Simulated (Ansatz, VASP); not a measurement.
# Two plane-wave programs on AlCu

The input POSCAR:

```
AlCu
1.0
    2.9975090000      0.0000000000      0.0000000000
    0.0000000000      2.9975090000      0.0000000000
    0.0000000000      0.0000000000      2.9975090000
Al Cu
1 1
Direct
    0.0000000000      0.0000000000      0.0000000000
    0.4833194829      0.5000000000      0.5000000000
```

File INCAR.step1:

```
PREC     = Accurate       # precision mode
ENCUT    = 520            # plane-wave cutoff, eV
ISMEAR   = 0              # smearing method
SIGMA    = 0.15           # smearing width, eV
LREAL    = False          # projectors in reciprocal space
LASPH    = True           # aspherical terms in the spheres
NELM     = 60             # most SCF steps
NBANDS   = 14             # bands
GGA      = PE             # functional
ALGO     = Normal         # electronic algorithm
EDIFF    = 1E-4           # SCF threshold, eV
LWAVE    = True           # write WAVECAR
LCHARG   = False          # write CHGCAR
```

The input INCAR.step2:

```
PREC     = Accurate       # precision mode
ENCUT    = 520            # plane-wave cutoff, eV
EDIFF    = 1E-6           # SCF threshold, eV
ISMEAR   = 0              # smearing method
SIGMA    = 0.15           # smearing width, eV
LREAL    = False          # projectors in reciprocal space
LASPH    = True           # aspherical terms in the spheres
NELM     = 60             # most SCF steps
ALGO     = Normal         # electronic algorithm
ISIF     = 2              # what is computed and relaxed
LWAVE    = False          # write WAVECAR
LCHARG   = False          # write CHGCAR
METAGGA  = R2SCAN         # meta-GGA
LMIXTAU  = True         
NBANDS   = 14             # bands
ISTART   = 1
```

The input KPOINTS:

```
regular mesh
0
Gamma
  16 16 16
```

Input for Ansatz:

```yaml
crystal:
  lattice:
    - [2.997509, 0.0, 0.0]
    - [0.0, 2.997509, 0.0]
    - [0.0, 0.0, 2.997509]
  atoms:
    - { symbol: Al, position: [0.0, 0.0, 0.0] }
    - { symbol: Cu, position: [0.4833194829, 0.5, 0.5] }
basis:
  ecutwfc: 500
kpoints:
  mp_grid: { grid: [16, 16, 16] }
hamiltonian:
  xc: r2scan
scf:
  occupations: { method: gaussian, width: 0.15 }
output:
  forces: true
  stress: true
  eigenvalues: true
```

Change from the starting cell: all Cu atoms moved +0.050 Å, as atom 2 towards its neighbour atom 2 (Cu) at 2.998 Å.

Alike in both runs: task single point; functional r2SCAN; k mesh 16 × 16 × 16; occupations gaussian, width 0.15 eV; no spin polarisation.

```csv
,VASP,Ansatz
version,VASP 6.6.1,Ansatz 0.2.0
potentials or method,"VASP PAW PBE potentials, release 64 (Al, Cu), cutoff 520 eV","scalar-relativistic, plane waves, PAW"
valence electrons in the cell,14,22
```

|  | VASP | Ansatz | Ansatz less VASP |
| --- | --- | --- | --- |
| gap on the k mesh at the Fermi level (eV) | none | none | - |
| pressure (GPa) | -4.7 | -4.8 | -0.04 |
| traceless stress, the component that is largest in VASP (GPa) | -0.04 | -0.06 | -0.015 |
| rms of the force components (eV/Å) | 0.112 | 0.115 | +0.0029 |

VASP's potentials were made for PBE, not for r2SCAN. Atom by atom the forces differ by 0.003 eV/Å (rms over components). A gap of «none» marks a metal or a gap that the smearing closes. The functional is the same, so the differences come from potentials, cutoffs and numerics. VASP's potentials hold 14 valence electrons a cell and Ansatz's 22, so a difference there can come from the potentials and not from the codes.
